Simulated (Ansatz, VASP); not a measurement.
Two plane-wave programs on SnO

INCAR

```
SYSTEM = SnO
PREC = Accurate ; ENCUT = 520
EDIFF = 1E-6 ; ISMEAR = -1
SIGMA = 0.02 ; LREAL = .FALSE.
LASPH = .TRUE. ; NELM = 100
ALGO = Normal ; ISIF = 2
LWAVE = .FALSE. ; LCHARG = .TRUE.
GGA = PE ; LELF = .TRUE.
LVHAR = .TRUE. ; NBANDS = 28
```

Contents of KPOINTS:

```
Automatic mesh
0
G
  6 6 6
  0 0 0
```

Contents of POSCAR:

```
SnO
1.0
    3.8684398229      0.0000000000      0.0000000000
    0.0000000000      3.8684398229      0.0000000000
    0.0000000000      0.0000000000      4.6990470938
Sn O
2 2
Direct
    0.0000000000      0.5000000000      0.2383404858
    0.5000000000      0.0000000000      0.7616595142
    0.5000000000      0.5000000000      0.0000000000
    0.0000000000      0.0000000000      0.0000000000
```

Input for Ansatz:

```yaml
crystal:
  lattice:
    - [3.8684398229, 0.0, 0.0]
    - [0.0, 3.8684398229, 0.0]
    - [0.0, 0.0, 4.6990470938]
  atoms:
    - { symbol: Sn, position: [0.0, 0.5, 0.2383404858] }
    - { symbol: Sn, position: [0.5, 0.0, 0.7616595142] }
    - { symbol: O, position: [0.5, 0.5, 0.0] }
    - { symbol: O, position: [0.0, 0.0, 0.0] }
kpoints:
  mp_grid: { grid: [6, 6, 6] }
  band_path:
    path:
      - [0.0, 0.0, 0.0]
      - [0.0, 0.5, 0.0]
      - [0.5, 0.5, 0.0]
      - [0.0, 0.0, 0.5]
      - [0.0, 0.5, 0.5]
      - [0.5, 0.5, 0.5]
      - [-0.09375, -0.09375, 0.0]
    npoints: 1
hamiltonian:
  xc: pbe
scf:
  occupations: { method: fermi_dirac, width: 0.02 }
  n_extra_bands: 5
output:
  forces: true
  stress: true
  eigenvalues: true
```

Change from the starting cell: epitaxial_xy strain +2.0%.

Alike in both runs: task single point; functional PBE; k mesh 6 × 6 × 6; occupations fermi-dirac, width 0.02 eV; no spin polarisation.

|  | VASP | Ansatz |
| --- | --- | --- |
| version | VASP 6.6.1 | Ansatz 0.2.0 |
| potentials or method | VASP PAW PBE potentials, release 64 (Sn_d, O) | plane waves, PAW |
| plane-wave cutoff (eV) | 520 | 420 |
| valence electrons in the cell | 40 | 40 |

Ansatz gave:

```
pressure (GPa)                                                : 2.9
traceless stress, the component that is largest in VASP (GPa) : 1.38
rms of the force components (eV/Å)                            : 0.182
```

Task: Which values does VASP return?

Result: Pressure (GPa): 3.2; traceless stress, the component that is largest in VASP (GPa): 1.38; rms of the force components (eV/Å): 0.216.

Atom by atom the forces differ by 0.034 eV/Å (rms over components). With one functional, cell and mesh, what is left measures potentials, basis and numerics.
